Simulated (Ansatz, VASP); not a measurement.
# PbSe: VASP beside Ansatz

INCAR

```
PREC = Accurate
ENCUT = 520
EDIFF = 1E-7
ISMEAR = 0
SIGMA = 0.01
LREAL = F
LASPH = T
NELM = 100
ALGO = Normal
ISIF = 2
LWAVE = F
LCHARG = F
GGA = PE
NBANDS = 17
```

File KPOINTS:

```
Automatic mesh
0
Gamma
  6 6 6
```

POSCAR

```
PbSe
1.0
    0.0000000000      3.1394568391      3.1394568391
    3.1394568391      0.0000000000      3.1394568391
    3.1394568391      3.1394568391      0.0000000000
Pb Se
1 1
Direct
    0.0000000000      0.0000000000      0.0000000000
    0.5000000000      0.5000000000      0.5000000000
```

Input for Ansatz:

```yaml
crystal:
  lattice:
    - [0.0, 3.1394568391, 3.1394568391]
    - [3.1394568391, 0.0, 3.1394568391]
    - [3.1394568391, 3.1394568391, 0.0]
  atoms:
    - { symbol: Pb, position: [0.0, 0.0, 0.0] }
    - { symbol: Se, position: [0.5, 0.5, 0.5] }
kpoints:
  mp_grid: { grid: [6, 6, 6] }
hamiltonian:
  xc: pbe
scf:
  occupations: { method: fixed }
  n_extra_bands: 4
output:
  forces: true
  stress: true
  eigenvalues: true
```

Alike in both runs: task single point; functional PBE; k mesh 6 × 6 × 6; no spin polarisation.

|  | VASP | Ansatz |
| --- | --- | --- |
| version | VASP 6.6.1 | Ansatz 0.2.0 |
| potentials or method | VASP PAW PBE potentials, release 64 (Pb_d, Se) | plane waves, PAW |
| plane-wave cutoff (eV) | 520 | 420 |
| occupations | gaussian, width 0.01 eV | fixed |
| valence electrons in the cell | 20 | 30 |

|  | VASP | Ansatz | Ansatz less VASP |
| --- | --- | --- | --- |
| gap on the k mesh at the Fermi level (eV) | 0.52 | 0.52 | -0.004 |
| pressure (GPa) | -1.3 | -1.3 | +0.02 |

VASP's potentials hold 20 valence electrons a cell and Ansatz's 30, so a difference there can come from the potentials and not from the codes.

Neither program's run includes spin-orbit coupling.
